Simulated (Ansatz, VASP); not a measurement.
## WS2 in VASP and in Ansatz

File INCAR:

```
SYSTEM = WS2
PREC = Accurate
ENCUT = 600
EDIFF = 1E-6
ISMEAR = 0
SIGMA = 0.02
LREAL = .FALSE.
LASPH = .TRUE.
NELM = 100
ALGO = Normal
ISIF = 3
LWAVE = .FALSE.
LCHARG = .FALSE.
GGA = PE
IVDW = 12
IBRION = 2
NSW = 100
EDIFFG = -0.002
```

File KPOINTS:

```
Automatic mesh
0
G
  12 12 2
  0 0 0
```

POSCAR

```
WS2
1.0
    3.1842228900      0.0000000000      0.0000000000
   -1.5921114500      2.7576179200      0.0000000000
    0.0000000000      0.0000000000     12.9782823600
W S
2 4
Direct
    0.3333333300      0.6666666700      0.2500000000
    0.6666666700      0.3333333300      0.7500000000
    0.3333333300      0.6666666700      0.6298049400
    0.6666666700      0.3333333300      0.1298049400
    0.3333333300      0.6666666700      0.8701950600
    0.6666666700      0.3333333300      0.3701950600
```

Input for Ansatz:

```yaml
crystal:
  lattice:
    - [3.18422289, 0.0, 0.0]
    - [-1.59211145, 2.75761792, 0.0]
    - [0.0, 0.0, 12.97828236]
  atoms:
    - { symbol: W, position: [0.33333333, 0.66666667, 0.25] }
    - { symbol: W, position: [0.66666667, 0.33333333, 0.75] }
    - { symbol: S, position: [0.33333333, 0.66666667, 0.62980494] }
    - { symbol: S, position: [0.66666667, 0.33333333, 0.12980494] }
    - { symbol: S, position: [0.33333333, 0.66666667, 0.87019506] }
    - { symbol: S, position: [0.66666667, 0.33333333, 0.37019506] }
basis:
  ecutwfc: 420
kpoints:
  mp_grid: { grid: [12, 12, 2] }
hamiltonian:
  xc: pbe
  dispersion: d3bj
  pseudopotentials: { kind: paw, azcp: { folder: soft_1 } }
scf:
  occupations: { method: gaussian, width: 0.02 }
output:
  forces: true
  stress: true
  eigenvalues: true
  write_density: true
  write_potential: true
  elf: true
  volumetric_format: npy
relax:
  adjacent_minimum: "off"
  f_tol: 0.002
  max_steps: 80
  cell: { stress_tol: 0.02 }
```

Alike in both runs: task relaxation of cell and atoms; functional PBE; dispersion D3(BJ); k mesh 12 × 12 × 2; occupations gaussian, width 0.02 eV; no spin polarisation.

|  | VASP | Ansatz |
| --- | --- | --- |
| version | VASP 6.6.1 | Ansatz 0.2.0 |
| potentials or method | VASP PAW PBE potentials, release 64 (W_sv, S), cutoff 600 eV | scalar-relativistic, plane waves, PAW |
| valence electrons in the cell | 52 | 52 |

Ansatz gave:

```
gap on the k mesh at the Fermi level, each at its own relaxed structure (eV) : 0.89
relaxed volume (Å³/atom)                                                     : 17.44
relaxed cell length with the largest relative difference (Å)                 : 12.142
```

Problem. Estimate VASP's values.

Solution. gap on the k mesh at the Fermi level, each at its own relaxed structure (eV): 0.91; relaxed volume (Å³/atom): 17.43; relaxed cell length with the largest relative difference (Å): 12.140.

Neither program's run includes spin-orbit coupling.
